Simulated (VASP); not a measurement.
# CaSe (R-3m) in VASP: a series of runs

The runs below take CaSe through single point, with PBE, r2SCAN.

Program: VASP 6.6.1. These are calculated values, not measurements. Logs are shortened: lines on timing, memory, paths and dates and some standing lists are left out, and cuts for length are marked.

### Step 1. The cell of the first run

It takes space group R-3m (No. 166, trigonal). Conventional cell: a = 4.407 Å, b = 4.407 Å, c = 9.913 Å, α = 90.00°, β = 90.00°, γ = 120.00°. Within 4.0 Å of Ca (site symmetry -3m) lie 6 Se at 3.03 Å. Within 4.0 Å of Se (site symmetry -3m) lie 6 Ca at 3.03 Å.

### Step 2. Single point, PBE (epitaxial 111 strain +5.0%)

INCAR

```
PREC = Accurate
ENCUT = 520
EDIFF = 1E-6
ISMEAR = -1
SIGMA = 0.02
LREAL = False
LASPH = True
NELM = 60
ALGO = Normal
ISIF = 2
LWAVE = False
LCHARG = False
GGA = PE
NBANDS = 15
```

KPOINTS

```
regular mesh
0
Gamma
  8 8 8
```

POSCAR

```
CaSe
1.0
   -0.1695055199      2.9464063484      2.9464063484
    2.9464063484     -0.1695055199      2.9464063484
    2.9464063484      2.9464063484     -0.1695055199
Ca Se
1 1
Direct
    0.0000000000      0.0000000000      0.0000000000
    0.5000000000      0.5000000000      0.5000000000
```

Potentials or basis: VASP PAW PBE potentials, release 64 (Ca_sv, Se).

The run is started by

```bash
cat potpaw_PBE.64/Ca_sv/POTCAR potpaw_PBE.64/Se/POTCAR > POTCAR
mpirun -np 1 vasp_std > vasp.out
```

OUTCAR:

```text
PREC = Accurate
   ENCUT = 520
   EDIFF = 1E-6
   ISMEAR = -1
   LREAL = False
   LASPH = True
   NELM = 60
   ISIF = 2
   GGA = PE

 ion  position               nearest neighbor table
   1  0.000  0.000  0.000-
   2  0.500  0.500  0.500-

  LATTYP: Found a trigonal (rhomboedric) cell.
 ALAT       =     4.1702940977
 COS(alpha) =     0.4417394179

  Lattice vectors:

 A1 = (  -0.1695055199,   2.9464063484,   2.9464063484)
 A2 = (   2.9464063484,  -0.1695055199,   2.9464063484)
 A3 = (   2.9464063484,   2.9464063484,  -0.1695055199)

Analysis of symmetry for initial positions (statically):
=====================================================================
 Subroutine PRICEL returns:
 Original cell was already a primitive cell.

 Routine SETGRP: Setting up the symmetry group for a
 trigonal (rhombohedral) supercell.

 Subroutine GETGRP returns: Found 12 space group operations
 (whereof 12 operations were pure point group operations)
 out of a pool of 12 trial point group operations.

The static configuration has the point symmetry D_3d.

Analysis of symmetry for dynamics (positions and initial velocities):
=====================================================================
 Subroutine PRICEL returns:
 Original cell was already a primitive cell.

 Routine SETGRP: Setting up the symmetry group for a
 trigonal (rhombohedral) supercell.

 Subroutine GETGRP returns: Found 12 space group operations
 (whereof 12 operations were pure point group operations)
 out of a pool of 12 trial point group operations.

The dynamic configuration has the point symmetry D_3d.

 Subroutine INISYM returns: Found 12 space group operations
 (whereof 12 operations are pure point group operations),
 and found     1 'primitive' translations

----------------------------------------------------------------------------------------

                                     Primitive cell

  volume of cell :      55.5671

  direct lattice vectors                    reciprocal lattice vectors
    -0.169505520  2.946406348  2.946406348    -0.155714175  0.165219164  0.165219164
     2.946406348 -0.169505520  2.946406348     0.165219164 -0.155714175  0.165219164
     2.946406348  2.946406348 -0.169505520     0.165219164  0.165219164 -0.155714175

  length of vectors
     4.170294098  4.170294098  4.170294098     0.280787551  0.280787551  0.280787551

  position of ions in fractional coordinates (direct lattice)
     0.000000000  0.000000000  0.000000000
     0.500000000  0.500000000  0.500000000

  ion indices of the primitive-cell ions
   primitive index   ion index
                 1           1
                 2           2

----------------------------------------------------------------------------------------

 KPOINTS: regular mesh

Automatic generation of k-mesh.
 Grid dimensions read from file:
 generate k-points for:    8    8    8

 Generating k-lattice:

  Cartesian coordinates                     Fractional coordinates (reciprocal lattice)
    -0.019464272  0.020652396  0.020652396     0.125000000  0.000000000 -0.000000000
     0.020652396 -0.019464272  0.020652396     0.000000000  0.125000000 -0.000000000
     0.020652396  0.020652396 -0.019464272     0.000000000  0.000000000  0.125000000

  Length of vectors
     0.035098444  0.035098444  0.035098444

  Shift w.r.t. Gamma in fractional coordinates (k-lattice)
     0.000000000  0.000000000  0.000000000

 Subroutine IBZKPT returns following result:
 ===========================================

 Found     65 irreducible k-points:

 Following reciprocal coordinates:
            Coordinates               Weight
  0.000000  0.000000  0.000000      1.000000
  0.125000  0.000000 -0.000000      6.000000
  0.250000  0.000000 -0.000000      6.000000
  0.375000  0.000000  0.000000      6.000000
  0.500000  0.000000 -0.000000      3.000000
  0.125000  0.125000  0.000000      6.000000
[... 16 lines left out ...]
  0.250000  0.125000  0.125000      6.000000
  0.375000  0.125000  0.125000      6.000000
 [... further k-points ...]
   k-points           NKPTS =     65   k-points in BZ     NKDIM =     65   number of bands    NBANDS=     15
   number of dos      NEDOS =    301   number of ions     NIONS =      2
   total plane-waves  NPLWV =  32768
   dimension x,y,z NGX =    32 NGY =   32 NGZ =   32
   dimension x,y,z NGXF=    64 NGYF=   64 NGZF=   64
   ions per type =               1   1
   NGX,Y,Z   is equivalent  to a cutoff of  12.76, 12.76, 12.76 a.u.
   NGXF,Y,Z  is equivalent  to a cutoff of  25.51, 25.51, 25.51 a.u.
 SYSTEM =  unknown system
   PREC   = accura    normal or accurate (medium, high low for compatibility)
   ISTART =      0    job   : 0-new  1-cont  2-samecut
   ICHARG =      2    charge: 1-file 2-atom 10-const
   ISPIN  =      1    spin polarized calculation?
   LNONCOLLINEAR =      F non collinear calculations
   LSORBIT =      F    spin-orbit coupling
   LASPH  =      T    aspherical Exc in radial PAW
   ENCUT  =  520.0 eV  38.22 Ry    6.18 a.u.   7.75  7.75  7.75*2*pi/ulx,y,z
   NELM   =     60;   NELMIN=  2; NELMDL= -5     # of ELM steps
   EDIFF  = 0.1E-05   stopping-criterion for ELM
   LREAL  =      F    real-space projection
   EDIFFG = 0.1E-04   stopping-criterion for IOM
   NSW    =      0    number of steps for IOM
   IBRION =     -1    ionic relax: 0-MD 1-quasi-New 2-CG
   NFREE  =      0    steps in history (QN), initial steepest desc. (CG)
   ISIF   =      2    stress and relaxation
   ISYM   =      2    0-nonsym 1-usesym 2-fastsym
   POTIM  = 0.5000    time-step for ionic-motion
   TEBEG  =    0.0;   TEEND  =   0.0 temperature during run
   PSTRESS=    0.0 pullay stress
   NELECT =      16.0000    total number of electrons
   NUPDOWN=      -1.0000    fix difference up-down
   EMIN   =  10.00;   EMAX   =-10.00  energy-range for DOS
   EFERMI =   0.00;   METHOD = LEGACY
   ISMEAR =    -1;   SIGMA  =   0.02  broadening in eV -4-tet -1-fermi 0-gaus
   EFERMI_NEDOS =   21; number of points for ismear=-14 and -15
   IALGO  =     38    algorithm
   IMIX   =      4    mixing-type and parameters
     AMIX     =   0.40;   BMIX     =  1.00
     AMIX_MAG =   1.60;   BMIX_MAG =  1.00
  volume/ion in A,a.u.               =      27.78       187.49
  Fermi-wavevector in a.u.,A,eV,Ry     =   1.081041  2.042872 15.900458  1.168651
  Thomas-Fermi vector in A             =   2.217048
   LORBIT       =      0    0 simple, 1 ext, 2 COOP (PROOUT), +10 PAW based schemes
   GGA     = PE    functional components
   LHFCALC =     F    Hartree Fock is set to
   AEXX    =    0.0000 exact exchange contribution
   IVDW    =     0    specifies the selected vdW correction
   LEPSILON=     F    determine dielectric tensor
   LRPA    =     F    only Hartree local field effects (RPA)
 non-spin polarized calculation
  energy-cutoff  :      520.00
  volume of cell :       55.57
 maximum number of plane-waves:      1508
   NGX = 15   NGY = 15   NGZ = 15

 number of electron      16.0000000 magnetization

 Free energy of the ion-electron system (eV)
  ---------------------------------------------------
  ext. energy  EPLUGINS =         0.00000000
  ---------------------------------------------------
  free energy    TOTEN  =        -9.42971429 eV

  energy without entropy =       -9.42971429  energy(sigma->0) =       -9.42971429

 E-fermi :   2.7910     XC(G=0):  -8.8617

 val. band max:        2.2665708239   @ k =   0.0000   0.0000   0.0000
 cond. band min:       4.1419149031   @ k =   0.5000   0.5000   0.0000
 fundamental gap:      1.8753440792
 Fermi energy:         2.7909538559

 k-point     1 :       0.0000    0.0000    0.0000
  band No.  band energies     occupation
      1     -38.0201      2.00000
      2     -19.0145      2.00000
      3     -18.9923      2.00000
      4     -18.9923      2.00000
      5      -9.5767      2.00000
      6       1.8614      2.00000
      7       1.8614      2.00000
      8       2.2666      2.00000
      9       4.8424      0.00000
     10       5.4828      0.00000
     11       5.4828      0.00000
     12       6.1793      0.00000
     13       6.2268      0.00000
     14       6.2268      0.00000
     15      11.6136      0.00000

 k-point     2 :       0.1250    0.0000   -0.0000
  band No.  band energies     occupation
      1     -38.0195      2.00000
      2     -19.0187      2.00000
      3     -19.0009      2.00000
      4     -18.9925      2.00000
      5      -9.5026      2.00000
      6       1.1874      2.00000
      7       1.6696      2.00000
      8       2.0307      2.00000
      9       5.3344      0.00000
     10       5.6882      0.00000
     11       5.8448      0.00000
     12       6.3241      0.00000
     13       6.5457      0.00000
     14       6.6111      0.00000
     15      11.6011      0.00000

 k-point     3 :       0.2500    0.0000   -0.0000
  band No.  band energies     occupation
      1     -38.0180      2.00000
      2     -19.0395      2.00000
      3     -19.0107      2.00000
      4     -18.9931      2.00000
      5      -9.3155      2.00000
      6       0.0673      2.00000
      7       1.2897      2.00000
      8       1.6405      2.00000
      9       5.6406      0.00000
     10       6.1585      0.00000
     11       6.4905      0.00000
     12       7.2066      0.00000
     13       7.3814      0.00000
     14       7.5563      0.00000
     15      10.9113      0.00000
[... 343 lines left out ...]
 k-point    23 :       0.2500    0.1250    0.1250
  band No.  band energies     occupation
      1     -38.0181      2.00000
      2     -19.0407      2.00000
      3     -19.0030      2.00000
      4     -18.9925      2.00000
      5      -9.3738      2.00000
      6       0.5971      2.00000
      7       1.3582      2.00000
      8       1.6321      2.00000
      9       5.6905      0.00000
     10       5.8181      0.00000
     11       5.9665      0.00000
     12       6.4193      0.00000
     13       7.3741      0.00000
     14       7.5278      0.00000
     15      11.5171      0.00000

 k-point    24 :       0.3750    0.1250    0.1250
  band No.  band energies     occupation
      1     -38.0167      2.00000
      2     -19.0591      2.00000
      3     -19.0142      2.00000
      4     -18.9931      2.00000
      5      -9.1911      2.00000
      6      -0.2988      2.00000
      7       1.0480      2.00000
      8       1.3412      2.00000
      9       6.0214      0.00000
     10       6.2404      0.00000
     11       6.6328      0.00000
     12       7.0093      0.00000
     13       8.1184      0.00000
     14       8.3971      0.00000
     15      10.8102      0.00000

 [... further k-points ...]

------------------------ aborting loop because EDIFF is reached ----------------------------------------

  FORCE on cell =-STRESS in cart. coord.  units (eV):
  Direction    XX          YY          ZZ          XY          YZ          ZX
  --------------------------------------------------------------------------------------
  -------------------------------------------------------------------------------------
  Total       -0.7227973     -0.7227973     -0.7227973      0.4507813      0.4507813      0.4507813
  in kB      -20.8405767    -20.8405767    -20.8405767     12.9974770     12.9974770     12.9974770
  external PRESSURE =     -20.8405767 kB  Pullay stress =       0.0000000 kB

 VOLUME and BASIS-vectors are now :
 -----------------------------------------------------------------------------
  energy-cutoff  :      520.00
  volume of cell :       55.57
      direct lattice vectors                 reciprocal lattice vectors
    -0.169505520  2.946406348  2.946406348    -0.155714175  0.165219164  0.165219164
     2.946406348 -0.169505520  2.946406348     0.165219164 -0.155714175  0.165219164
     2.946406348  2.946406348 -0.169505520     0.165219164  0.165219164 -0.155714175

 POSITION                                       TOTAL-FORCE (eV/Angst)
 -----------------------------------------------------------------------------------
      0.00000      0.00000      0.00000         0.000000     -0.000000      0.000000
      2.86165      2.86165      2.86165        -0.000000      0.000000     -0.000000
 -----------------------------------------------------------------------------------
    total drift:                                0.000000     -0.000000     -0.000000

  FREE ENERGIE OF THE ION-ELECTRON SYSTEM (eV)
  ---------------------------------------------------
  free  energy   TOTEN  =        -9.4297142912 eV

  energy  without entropy=       -9.4297142912  energy(sigma->0) =       -9.42971429
```

Run time: 24 s. Hardware: 1 thread of Intel Xeon Platinum 8559C (Emerald Rapids), shared host; peak memory 0.2 GiB.

What came out:

```yaml
Free_energy: -9.4297 eV
Pressure: -2.1 GPa
Band_gap_on_the_k_mesh: 1.88 eV (least direct gap 2.58 eV)
```

Levels at points of the mesh, in eV from the valence-band top:
| k point | band 5 | band 6 | band 7 | band 8 | band 9 | band 10 | band 11 | band 12 |
| --- | --- | --- | --- | --- | --- | --- | --- | --- |
| (0.00, 0.00, 0.00) | -11.84 | -0.41 | -0.41 | 0.00 | 2.58 | 3.22 | 3.22 | 3.91 |
| (0.50, 0.00, 0.00) | -11.29 | -3.35 | -1.40 | -1.04 | 4.18 | 4.71 | 4.77 | 5.36 |
| (0.50, 0.50, 0.00) | -11.33 | -2.62 | -1.35 | -0.92 | 1.88 | 4.37 | 4.58 | 5.35 |
| (0.50, 0.50, 0.50) | -11.18 | -3.19 | -1.60 | -1.60 | 3.87 | 5.05 | 5.17 | 5.17 |

Caveat: the cell differs from its parent crystal (epitaxial 111 strain +5.0%). A k mesh can miss the band edges.

### Step 3. Single point, r2SCAN (epitaxial 111 strain +5.0%)

POSCAR is that of step 2.

INCAR.step1

```
SYSTEM = CaSe
PREC = Accurate
ENCUT = 520
ISMEAR = 0
SIGMA = 0.01
LREAL = .FALSE.
LASPH = .TRUE.
NELM = 60
NBANDS = 15
GGA = PE
ALGO = Normal
EDIFF = 1E-4
LWAVE = .TRUE.
LCHARG = .FALSE.
```

INCAR.step2

```
SYSTEM = CaSe
PREC = Accurate
ENCUT = 520
EDIFF = 1E-6
ISMEAR = 0
SIGMA = 0.01
LREAL = .FALSE.
LASPH = .TRUE.
NELM = 60
ALGO = Normal
ISIF = 2
LWAVE = .FALSE.
LCHARG = .TRUE.
METAGGA = R2SCAN
LMIXTAU = .TRUE.
LELF = .TRUE.
LVHAR = .TRUE.
NBANDS = 15
ISTART = 1
```

KPOINTS

```
Automatic mesh
0
G
  8 8 8
  0 0 0
```

Potentials or basis: VASP PAW PBE potentials, release 64 (Ca_sv, Se).

The run is started by

```bash
cat potpaw_PBE.64/Ca_sv/POTCAR potpaw_PBE.64/Se/POTCAR > POTCAR
cp INCAR.step1 INCAR
mpirun -np 1 vasp_std > vasp.out
cp INCAR.step2 INCAR
mpirun -np 1 vasp_std > vasp.out
```

Wall time 88 s (1 thread of Intel Xeon Platinum 8559C (Emerald Rapids), shared host); peak memory 0.22 GiB.

Results (log left out):

| Item | Value |
| --- | --- |
| Free energy | -25.9094 eV |
| Pressure | -2.7 GPa |
| Band gap on the k mesh | 2.33 eV (least direct gap 3.27 eV) |

Stress tensor (GPa, compression positive):
```
-2.69  1.43  1.43
 1.43 -2.69  1.43
 1.43  1.43 -2.69
```

Levels at points of the mesh, in eV from the valence-band top:
| k point | band 4 | band 5 | band 6 | band 7 | band 8 | band 9 | band 10 | band 11 | band 12 | band 13 |
| --- | --- | --- | --- | --- | --- | --- | --- | --- | --- | --- |
| (0.00, 0.00, 0.00) | -21.95 | -12.25 | -0.42 | -0.42 | 0.00 | 3.29 | 3.72 | 3.72 | 4.47 | 4.50 |
| (0.50, 0.00, 0.00) | -21.95 | -11.67 | -3.35 | -1.40 | -1.04 | 4.77 | 5.29 | 5.35 | 5.95 | 7.25 |
| (0.50, 0.50, 0.00) | -21.97 | -11.71 | -2.66 | -1.39 | -0.94 | 2.33 | 5.08 | 5.15 | 5.98 | 6.13 |
| (0.50, 0.50, 0.50) | -21.96 | -11.56 | -3.19 | -1.61 | -1.61 | 4.41 | 5.64 | 5.77 | 5.77 | 7.57 |

Caveat: the cell differs from its parent crystal (epitaxial 111 strain +5.0%); the PAW data sets were made with another functional, which shifts forces and pressure a little.
